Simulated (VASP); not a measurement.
CuO: single point with PBE+U

The system is CuO.

```
CELL_PARAMETERS angstrom
2.34465 -1.71340 0.00000
2.34465 1.71340 0.00000
-0.86055 0.00000 5.05944
ATOMIC_POSITIONS crystal
Cu 0.00320 0.49680 0.00000
Cu 0.49680 0.00320 0.50000
O 0.57140 0.40560 0.25370
O 0.40560 0.57140 0.75370
```

```json
{"Program": "VASP 6.6.1", "Task": "single point", "Functional": "PBE", "Potentials or basis": "VASP PAW PBE potentials, release 64 (Cu, O)", "Cutoff": "520 eV", "k mesh": "7 × 7 × 4", "Occupations": "gaussian, width 0.05 eV", "Spin": "collinear spin, ferromagnetic start", "Starting moments": "[1.0, 1.0, 0.0, 0.0] μB", "Hubbard terms": "Cu d U = 3.0 eV", "Dipole correction": "no", "Further INCAR settings": "ALGO = Normal; EDIFF = 1e-07; NBANDS = 29"}
```

```yaml
Pressure: 5.6 GPa
Largest_force: 0.815 eV/Å
Net_moment: 1.95 μB per cell
Site_moments: Cu +0.63; O +0.30 μB
Valence_electrons_inside_the_program's_atomic_spheres: Cu 9.91; O 4.99
```

Forces on the atoms (eV/Å):
```
Cu  -0.697  0.304  0.293
Cu  -0.697 -0.304  0.293
O    0.697  0.129 -0.293
O    0.697 -0.129 -0.293
```

Stress tensor (GPa, compression positive):
```
 4.83  0.00 -0.20
 0.00  5.95  0.00
-0.20  0.00  6.00
```

Levels at points of the mesh, in eV from the Fermi level:
Spin up:
```
           k point  band 14  band 15  band 16  band 17  band 18  band 19  band 20  band 21  band 22  band 23
(0.00, 0.00, 0.00)    -2.72    -2.64    -2.33    -0.49     0.09     1.71     6.36     8.25    13.65    15.61
(0.00, 0.00, 0.50)    -3.16    -1.90    -1.90    -0.58    -0.58     4.02     4.02    11.87    11.87    14.48
```
Spin down:
| k point | band 12 | band 13 | band 14 | band 15 | band 16 | band 17 | band 18 | band 19 | band 20 | band 21 |
| --- | --- | --- | --- | --- | --- | --- | --- | --- | --- | --- |
| (0.00, 0.00, 0.00) | -2.75 | -2.41 | -2.19 | -2.17 | -1.71 | 1.18 | 1.99 | 2.00 | 6.48 | 8.62 |
| (0.00, 0.00, 0.50) | -3.18 | -2.76 | -2.76 | -1.37 | -1.37 | 1.39 | 1.39 | 4.33 | 4.33 | 12.03 |

Eigenvalues of the final occupation matrices:
```tsv
site	spin	trace	eigenvalues
site 1 d	1	4.90	0.96 0.97 0.97 0.98 1.02
site 1 d	2	4.27	0.43 0.94 0.96 0.96 0.97
site 2 d	1	4.90	0.96 0.97 0.97 0.98 1.02
site 2 d	2	4.27	0.43 0.94 0.96 0.96 0.97
```

Run time: 2.4 min on 1 thread of AMD EPYC 7R13 Processor (Zen 3), with other jobs on the host, peak memory 0.21 GiB.

The state reached can hang on the start; a lower one may exist.
